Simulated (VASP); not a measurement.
# B in VASP: notebook

B is run at these levels: LDA; tasks: single point.

Everything below comes from runs of VASP 6.6.1. Logs are shortened: lines on timing, memory, paths and dates and some standing lists are left out, and cuts for length are marked.

## 1. The cell of the first run

The structure is hexagonal, space group P6_3/mmc (No. 194). The conventional cell has a = 2.100 Å, b = 2.100 Å, c = 3.403 Å, α = 90.00°, β = 90.00°, γ = 120.00°. B (site symmetry -6m2) has 12 B at 2.09 to 2.10 Å within 2.8 Å.

This isn't the form of B at room conditions, which is rhombohedral.

## 2. Single point, LDA

Contents of INCAR:

```
PREC = Accurate ; ENCUT = 520
EDIFF = 1E-6 ; ISMEAR = -1
SIGMA = 0.05 ; LREAL = False
LASPH = True ; NELM = 80
ALGO = Normal ; ISIF = 2
LWAVE = False ; LCHARG = False
GGA = CA ; NBANDS = 10
```

Contents of KPOINTS:

```
Automatic mesh
0
Gamma
  16 16 9
```

Contents of POSCAR:

```
B
1.0
    2.1003865828      0.0000000000      0.0000000000
   -1.0501932914      1.8189881384      0.0000000000
    0.0000000000      0.0000000000      3.4026262641
B
2
Direct
    0.3333333333      0.6666666667      0.2500000000
    0.6666666667      0.3333333333      0.7500000000
```

Potentials or basis: VASP PAW LDA potentials, release 64 (B).

Command:

```bash
$ cat potpaw_LDA.64/B/POTCAR > POTCAR
$ mpirun -np 1 vasp_std > vasp.out
```

OUTCAR:

```text
PREC = Accurate
   ENCUT = 520
   EDIFF = 1E-6
   ISMEAR = -1
   LREAL = False
   LASPH = True
   NELM = 80
   ISIF = 2
   GGA = CA

 ion  position               nearest neighbor table
   1  0.333  0.667  0.250-   2 2.09   2 2.09   2 2.09   2 2.09   2 2.09   2 2.09
   2  0.667  0.333  0.750-   1 2.09   1 2.09   1 2.09   1 2.09   1 2.09   1 2.09

  LATTYP: Found a hexagonal cell.
 ALAT       =     2.1003865828
 C/A-ratio  =     1.6200000000

  Lattice vectors:

 A1 = (   2.1003865828,   0.0000000000,   0.0000000000)
 A2 = (  -1.0501932914,   1.8189881384,   0.0000000000)
 A3 = (   0.0000000000,   0.0000000000,   3.4026262641)

Analysis of symmetry for initial positions (statically):
=====================================================================
 Subroutine PRICEL returns:
 Original cell was already a primitive cell.

 Routine SETGRP: Setting up the symmetry group for a
 hexagonal supercell.

 Subroutine GETGRP returns: Found 24 space group operations
 (whereof 12 operations were pure point group operations)
 out of a pool of 24 trial point group operations.

The static configuration has the point symmetry D_3d.
 The point group associated with its full space group is D_6h.

Analysis of symmetry for dynamics (positions and initial velocities):
=====================================================================
 Subroutine PRICEL returns:
 Original cell was already a primitive cell.

 Routine SETGRP: Setting up the symmetry group for a
 hexagonal supercell.

 Subroutine GETGRP returns: Found 24 space group operations
 (whereof 12 operations were pure point group operations)
 out of a pool of 24 trial point group operations.

The dynamic configuration has the point symmetry D_3d.
 The point group associated with its full space group is D_6h.

 Subroutine INISYM returns: Found 24 space group operations
 (whereof 12 operations are pure point group operations),
 and found     1 'primitive' translations

----------------------------------------------------------------------------------------

                                     Primitive cell

  volume of cell :      13.0000

  direct lattice vectors                    reciprocal lattice vectors
     2.100386583  0.000000000  0.000000000     0.476102832  0.274878098  0.000000000
    -1.050193291  1.818988138  0.000000000     0.000000000  0.549756196  0.000000000
     0.000000000  0.000000000  3.402626264     0.000000000  0.000000000  0.293890637

  length of vectors
     2.100386583  2.100386583  3.402626264     0.549756196  0.549756196  0.293890637

  position of ions in fractional coordinates (direct lattice)
     0.333333333  0.666666667  0.250000000
     0.666666667  0.333333333  0.750000000

  ion indices of the primitive-cell ions
   primitive index   ion index
                 1           1
                 2           2

----------------------------------------------------------------------------------------

 KPOINTS: Automatic mesh

Automatic generation of k-mesh.
 Grid dimensions read from file:
 generate k-points for:   16   16    9

 Generating k-lattice:

  Cartesian coordinates                     Fractional coordinates (reciprocal lattice)
     0.029756427  0.017179881  0.000000000     0.062500000  0.000000000  0.000000000
     0.000000000  0.034359762  0.000000000     0.000000000  0.062500000  0.000000000
     0.000000000  0.000000000  0.032654515     0.000000000  0.000000000  0.111111111

  Length of vectors
     0.034359762  0.034359762  0.032654515

  Shift w.r.t. Gamma in fractional coordinates (k-lattice)
     0.000000000  0.000000000  0.000000000

 Subroutine IBZKPT returns following result:
 ===========================================

 Found    150 irreducible k-points:

 Following reciprocal coordinates:
            Coordinates               Weight
  0.000000  0.000000  0.000000      1.000000
  0.062500  0.000000  0.000000      6.000000
  0.125000  0.000000  0.000000      6.000000
  0.187500  0.000000  0.000000      6.000000
  0.250000  0.000000  0.000000      6.000000
  0.312500  0.000000  0.000000      6.000000
[... 16 lines left out ...]
  0.187500  0.187500  0.000000      6.000000
  0.250000  0.187500  0.000000     12.000000
 [... further k-points ...]
   k-points           NKPTS =    150   k-points in BZ     NKDIM =    150   number of bands    NBANDS=     10
   number of dos      NEDOS =    301   number of ions     NIONS =      2
   total plane-waves  NPLWV =   7168
   dimension x,y,z NGX =    16 NGY =   16 NGZ =   28
   dimension x,y,z NGXF=    32 NGYF=   32 NGZF=   56
   ions per type =               2
   NGX,Y,Z   is equivalent  to a cutoff of  12.66, 12.66, 13.68 a.u.
   NGXF,Y,Z  is equivalent  to a cutoff of  25.33, 25.33, 27.36 a.u.
 SYSTEM =  unknown system
   PREC   = accura    normal or accurate (medium, high low for compatibility)
   ISTART =      0    job   : 0-new  1-cont  2-samecut
   ICHARG =      2    charge: 1-file 2-atom 10-const
   ISPIN  =      1    spin polarized calculation?
   LNONCOLLINEAR =      F non collinear calculations
   LSORBIT =      F    spin-orbit coupling
   LASPH  =      T    aspherical Exc in radial PAW
   ENCUT  =  520.0 eV  38.22 Ry    6.18 a.u.   3.91  3.91  6.33*2*pi/ulx,y,z
   NELM   =     80;   NELMIN=  2; NELMDL= -5     # of ELM steps
   EDIFF  = 0.1E-05   stopping-criterion for ELM
   LREAL  =      F    real-space projection
   EDIFFG = 0.1E-04   stopping-criterion for IOM
   NSW    =      0    number of steps for IOM
   IBRION =     -1    ionic relax: 0-MD 1-quasi-New 2-CG
   NFREE  =      0    steps in history (QN), initial steepest desc. (CG)
   ISIF   =      2    stress and relaxation
   ISYM   =      2    0-nonsym 1-usesym 2-fastsym
   POTIM  = 0.5000    time-step for ionic-motion
   TEBEG  =    0.0;   TEEND  =   0.0 temperature during run
   PSTRESS=    0.0 pullay stress
   NELECT =       6.0000    total number of electrons
   NUPDOWN=      -1.0000    fix difference up-down
   EMIN   =  10.00;   EMAX   =-10.00  energy-range for DOS
   EFERMI =   0.00;   METHOD = LEGACY
   ISMEAR =    -1;   SIGMA  =   0.05  broadening in eV -4-tet -1-fermi 0-gaus
   EFERMI_NEDOS =   21; number of points for ismear=-14 and -15
   IALGO  =     38    algorithm
   IMIX   =      4    mixing-type and parameters
     AMIX     =   0.40;   BMIX     =  1.00
     AMIX_MAG =   1.60;   BMIX_MAG =  1.00
  volume/ion in A,a.u.               =       6.50        43.86
  Fermi-wavevector in a.u.,A,eV,Ry     =   1.265156  2.390798 21.777758  1.600620
  Thomas-Fermi vector in A             =   2.398424
   LORBIT       =      0    0 simple, 1 ext, 2 COOP (PROOUT), +10 PAW based schemes
   GGA     = CA    functional components
   LHFCALC =     F    Hartree Fock is set to
   AEXX    =    0.0000 exact exchange contribution
   IVDW    =     0    specifies the selected vdW correction
   LEPSILON=     F    determine dielectric tensor
   LRPA    =     F    only Hartree local field effects (RPA)
 non-spin polarized calculation
  energy-cutoff  :      520.00
  volume of cell :       13.00
 maximum number of plane-waves:       360
 NGX is ok and might be reduce to    16
   NGX =  7   NGY =  7   NGZ = 13

 number of electron       6.0000000 magnetization

 Free energy of the ion-electron system (eV)
  ---------------------------------------------------
  ext. energy  EPLUGINS =         0.00000000
  ---------------------------------------------------
  free energy    TOTEN  =       -11.70253891 eV

  energy without entropy =      -11.69862348  energy(sigma->0) =      -11.70058120

 E-fermi :   9.5243     XC(G=0): -12.6301

 val. band max:        9.4709666477   @ k =   0.2500   0.1875   0.0000
 cond. band min:       9.5528403412   @ k =   0.5000   0.0000   0.1111
 fundamental gap:      0.0818736935
 Fermi energy:         9.5243462010

 k-point     1 :       0.0000    0.0000    0.0000
  band No.  band energies     occupation
      1      -8.3570      2.00000
      2       0.4545      2.00000
      3       4.2727      2.00000
      4      20.9386      0.00000
      5      20.9386      0.00000
      6      23.5483      0.00000
      7      23.5483      0.00000
      8      24.1012      0.00000
      9      38.3669      0.00000
     10      38.8491      0.00000

 k-point     2 :       0.0625    0.0000    0.0000
  band No.  band energies     occupation
      1      -8.2147      2.00000
      2       0.6187      2.00000
      3       4.3632      2.00000
      4      20.1676      0.00000
      5      20.4505      0.00000
      6      23.3923      0.00000
      7      23.6295      0.00000
      8      23.9841      0.00000
      9      35.8931      0.00000
     10      38.3346      0.00000

 k-point     3 :       0.1250    0.0000    0.0000
  band No.  band energies     occupation
      1      -7.7882      2.00000
      2       1.1105      2.00000
      3       4.6295      2.00000
      4      18.1797      0.00000
      5      19.3844      0.00000
      6      22.8550      0.00000
      7      23.5743      0.00000
      8      23.5756      0.00000
      9      33.1567      0.00000
     10      37.8297      0.00000

 k-point     4 :       0.1875    0.0000    0.0000
  band No.  band energies     occupation
      1      -7.0780      2.00000
      2       1.9255      2.00000
      3       5.0478      2.00000
      4      15.5598      0.00000
      5      18.1906      0.00000
      6      21.8720      0.00000
      7      22.7049      0.00000
      8      23.2126      0.00000
      9      30.7228      0.00000
     10      35.5236      0.00000
[... 222 lines left out ...]
 k-point    22 :       0.4375    0.1250    0.0000
  band No.  band energies     occupation
      1       0.5283      2.00000
      2       1.5676      2.00000
      3       9.4610      1.56074
      4      10.9407      0.00000
      5      11.4027      0.00000
      6      13.2036      0.00000
      7      15.2389      0.00000
      8      19.9444      0.00000
      9      26.6200      0.00000
     10      29.8337      0.00000

 k-point    23 :       0.1875    0.1875    0.0000
  band No.  band energies     occupation
      1      -4.5267      2.00000
      2       4.7991      2.00000
      3       6.2638      2.00000
      4      11.4507      0.00000
      5      12.4841      0.00000
      6      19.3951      0.00000
      7      19.7485      0.00000
      8      19.9783      0.00000
      9      28.5323      0.00000
     10      33.2491      0.00000

 k-point    24 :       0.2500    0.1875    0.0000
  band No.  band energies     occupation
      1      -3.1166      2.00000
      2       6.3208      2.00000
      3       6.3366      2.00000
      4       9.4710      1.48828
      5      11.6214      0.00000
      6      17.6022      0.00000
      7      18.1190      0.00000
      8      19.3502      0.00000
      9      26.3973      0.00000
     10      33.4681      0.00000

 [... further k-points ...]

------------------------ aborting loop because EDIFF is reached ----------------------------------------

  FORCE on cell =-STRESS in cart. coord.  units (eV):
  Direction    XX          YY          ZZ          XY          YZ          ZX
  --------------------------------------------------------------------------------------
  -------------------------------------------------------------------------------------
  Total       -2.6104202     -2.6104202     -0.9739832      0.0000000     -0.0000000      0.0000000
  in kB     -321.7196965   -321.7196965   -120.0379892      0.0000000     -0.0000000      0.0000000
  external PRESSURE =    -254.4924607 kB  Pullay stress =       0.0000000 kB

 VOLUME and BASIS-vectors are now :
 -----------------------------------------------------------------------------
  energy-cutoff  :      520.00
  volume of cell :       13.00
      direct lattice vectors                 reciprocal lattice vectors
     2.100386583  0.000000000  0.000000000     0.476102832  0.274878098  0.000000000
    -1.050193291  1.818988138  0.000000000     0.000000000  0.549756196  0.000000000
     0.000000000  0.000000000  3.402626264     0.000000000  0.000000000  0.293890637

 POSITION                                       TOTAL-FORCE (eV/Angst)
 -----------------------------------------------------------------------------------
     -0.00000      1.21266      0.85066        -0.000000     -0.000000      0.000000
      1.05019      0.60633      2.55197         0.000000      0.000000      0.000000
 -----------------------------------------------------------------------------------
    total drift:                               -0.000000      0.000000     -0.000000

  FREE ENERGIE OF THE ION-ELECTRON SYSTEM (eV)
  ---------------------------------------------------
  free  energy   TOTEN  =       -11.7025389065 eV

  energy  without entropy=      -11.6986234847  energy(sigma->0) =      -11.70058120
```

Wall time 15 s (1 thread of Intel Xeon 8259CL, shared host); peak memory 0.12 GiB.

What came out:

| Property | Result |
| --- | --- |
| Free energy | -11.7025 eV |
| Pressure | -25.4 GPa |
| Band gap on the k mesh | zero (bands 3 and 4 overlap by 8.46 eV) |

Caveat: the cell stands under tension.

## 3. Single point, LDA (shortest bond scaled by 0.94)

Contents of INCAR:

```
ALGO = Normal ; EDIFF = 1E-7
ENCUT = 520 ; ISIF = 2
ISMEAR = -1 ; LASPH = T
LCHARG = F ; LREAL = F
LWAVE = F ; NBANDS = 10
NELM = 60 ; PREC = Accurate
SIGMA = 0.05
```

Contents of KPOINTS:

```
k-points
0
Gamma
  16 16 9
```

Contents of POSCAR:

```
B
1.0
    2.1003865828      0.0000000000      0.0000000000
   -1.0501932914      1.8189881384      0.0000000000
    0.0000000000      0.0000000000      3.4026262641
B
2
Direct
    0.3133333333      0.6566666667      0.2350000000
    0.6866666667      0.3433333333      0.7650000000
```

Potentials or basis: VASP PAW LDA potentials, release 64 (B).

Command:

```bash
$ cat potpaw_LDA.64/B/POTCAR > POTCAR
$ mpirun -np 1 vasp_std > vasp.out
```

Wall time 61 s (1 thread of Intel Xeon 8259CL, shared host); peak memory 0.17 GiB.

Results (log left out):

```yaml
Free_energy: -11.7061 eV
Pressure: -23.8 GPa
Largest_force: 0.051 eV/Å
Band_gap_on_the_k_mesh: zero (bands 3 and 4 overlap by 8.49 eV)
```

Forces in eV/Å, atoms in the order of the input:
```
B   -0.041 -0.024  0.018
B    0.041  0.024 -0.018
```

Stress tensor (GPa, compression positive):
```
-32.34  -3.59   0.98
 -3.59 -28.20   0.56
  0.98   0.56 -10.81
```

Levels at points of the mesh, in eV from the Fermi level:
```csv
k point,band 1,band 2,band 3,band 4,band 5,band 6,band 7,band 8
"(0.00, 0.00, 0.00)",-17.90,-8.98,-5.25,11.16,11.65,13.72,14.37,14.89
"(0.50, 0.00, 0.00)",-9.42,-8.56,-0.03,1.75,2.68,4.63,5.36,11.76
"(0.00, 0.50, 0.00)",-9.54,-8.31,-0.66,1.06,3.67,5.29,5.35,11.61
```

Caveat: the cell differs from its parent crystal (shortest bond scaled by 0.94); the cell stands under tension.
